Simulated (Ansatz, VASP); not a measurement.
## Br in VASP and in Ansatz

The input INCAR:

```
PREC     = Accurate       # precision mode
ENCUT    = 520            # plane-wave cutoff, eV
EDIFF    = 1E-6           # SCF threshold, eV
ISMEAR   = -1             # smearing method
SIGMA    = 0.03           # smearing width, eV
LREAL    = F              # projectors in reciprocal space
LASPH    = T              # aspherical terms in the spheres
NELM     = 60             # most SCF steps
ALGO     = Normal         # electronic algorithm
ISIF     = 2              # what is computed and relaxed
LWAVE    = F              # write WAVECAR
LCHARG   = T              # write CHGCAR
GGA      = PE             # functional
LELF     = T              # ELF
LVHAR    = T            
NBANDS   = 10             # bands
```

File KPOINTS:

```
regular mesh
0
Gamma
  16 16 16
```

Contents of POSCAR:

```
Br
1.0
    0.0000000000      2.3216249341      2.3216249341
    2.3216249341      0.0000000000      2.3216249341
    2.3216249341      2.3216249341      0.0000000000
Br
1
Direct
    0.0000000000      0.0000000000      0.0000000000
```

Input for Ansatz:

```yaml
crystal:
  lattice:
    - [0.0, 2.3216249341, 2.3216249341]
    - [2.3216249341, 0.0, 2.3216249341]
    - [2.3216249341, 2.3216249341, 0.0]
  atoms:
    - { symbol: Br, position: [0.0, 0.0, 0.0] }
kpoints:
  mp_grid: { grid: [16, 16, 16] }
scf:
  occupations: { method: fermi_dirac, width: 0.03 }
hamiltonian:
  xc: pbe
  pseudopotentials: { kind: all_electron, lapw: { basis_error: 0.00025 } }
output:
  forces: true
  stress: true
  eigenvalues: true
```

Change from the starting cell: volume scaled by 0.95.

Alike in both runs: task single point; functional PBE; k mesh 16 × 16 × 16; occupations fermi-dirac, width 0.03 eV; no spin polarisation.

```csv
,VASP,Ansatz
version,VASP 6.6.1,Ansatz 0.2.0
potentials or method,"VASP PAW PBE potentials, release 64 (Br), cutoff 520 eV","all-electron LAPW, scalar-relativistic"
```

```tsv
	VASP	Ansatz	Ansatz less VASP
pressure (GPa)	1.6	1.6	-0.01
```

Ansatz ran all-electron here, and VASP with PAW potentials.
